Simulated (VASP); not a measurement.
Runs of VASP 6.6.1 on Si2W. The structure is that of space group I4/mmm (No. 139), or close to it. The cells are those of the table. 

```csv
cell,gap on the mesh (eV),pressure (GPa),largest force (eV/Å)
"a = 4.403 Å, angles 138.4, 138.4, 60.3°, 3 atoms",none,17.0,0.20
"a = 4.445 Å, angles 138.4, 138.4, 60.3°, 3 atoms",none,8.6,0.11
"a = 4.644 Å, angles 138.4, 138.4, 60.3°, 3 atoms",none,-19.2,0.23
"a = 4.567 Å, angles 138.4, 138.4, 60.3°, 3 atoms",none,-10.5,0.11
"a = 4.486 Å, angles 138.4, 138.4, 60.3°, 3 atoms",none,(a),0.03
"a = 4.606 Å, angles 138.4, 138.4, 60.3°, 3 atoms",none,-15.2,0.18
"a = 4.527 Å, angles 138.4, 138.4, 60.3°, 3 atoms",none,(b),0.05
```

Alike in all rows: task single point; level LDA; potentials or basis VASP PAW LDA potentials, release 64 (Si, W_sv); no spin polarisation; k mesh 13 × 13 × 13; cutoff (eV) 520; smearing methfessel-paxton 0.1 eV.

Problem. Estimate the missing entries.

Solution. (a) 1.3; (b) -5.0.

Caveats: spin-orbit coupling is left out, which moves the levels of the heavy elements; the cell stands under tension (at least some runs); the cell stands under pressure (at least some runs).

A k mesh can miss the band edges, and the runs leave out spin-orbit coupling on W.

A gap of «none» marks levels without a gap at the run's occupations.
